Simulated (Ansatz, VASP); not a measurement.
One calculation of Nb, two programs

Contents of INCAR:

```
SYSTEM = Nb
  PREC = Accurate
  ENCUT = 600
  EDIFF = 1E-7
  ISMEAR = 0
  SIGMA = 0.1
  LREAL = .False.
  LASPH = .True.
  NELM = 100
  ALGO = Fast
  ISIF = 3
  LWAVE = .False.
  LCHARG = .False.
  IBRION = 2
  NSW = 100
  EDIFFG = -0.002
```

The input KPOINTS:

```
regular mesh
0
Gamma
  26 26 26
  0 0 0
```

Contents of POSCAR:

```
Nb
1.0
   -1.6265958826      1.6265958826      1.6265958826
    1.6265958826     -1.6265958826      1.6265958826
    1.6265958826      1.6265958826     -1.6265958826
Nb
1
Direct
    0.0000000000      0.0000000000      0.0000000000
```

Input for Ansatz:

```yaml
crystal:
  lattice:
    - [-1.6265958826, 1.6265958826, 1.6265958826]
    - [1.6265958826, -1.6265958826, 1.6265958826]
    - [1.6265958826, 1.6265958826, -1.6265958826]
  atoms:
    - { symbol: Nb, position: [0.0, 0.0, 0.0] }
basis:
  ecutwfc: 420
kpoints:
  mp_grid: { grid: [26, 26, 26] }
hamiltonian:
  xc: lda
  pseudopotentials: { kind: paw, azcp: { folder: soft_1 } }
scf:
  occupations: { method: gaussian, width: 0.1 }
output:
  forces: true
  stress: true
  eigenvalues: true
  write_density: true
  write_potential: true
  elf: true
  volumetric_format: npy
relax:
  adjacent_minimum: "off"
  f_tol: 0.002
  max_steps: 80
  cell: { stress_tol: 0.02 }
```

Alike in both runs: task relaxation of cell and atoms; functional LDA; k mesh 26 × 26 × 26; occupations gaussian, width 0.1 eV; no spin polarisation.

|  | VASP | Ansatz |
| --- | --- | --- |
| version | VASP 6.6.1 | Ansatz 0.2.0 |
| potentials or method | VASP PAW LDA potentials, release 64 (Nb_sv), cutoff 600 eV | scalar-relativistic, plane waves, PAW |
| valence electrons in the cell | 13 | 13 |

|  | VASP | Ansatz | Ansatz less VASP |
| --- | --- | --- | --- |
| gap on the k mesh at the Fermi level, each at its own relaxed structure (eV) | none | none | - |
| relaxed volume (Å³/atom) | 17.13 | 17.13 | +0.008 |
| relaxed cell length with the largest relative difference (Å) | 2.812 | 2.813 | +0.0004 |

Ansatz warns that its potentials were made for another functional, while VASP's fit it. LDA's correlation is that of Perdew and Zunger in VASP and of Perdew and Wang (1992) in Ansatz. A gap of «none» marks a metal or a gap that the smearing closes.
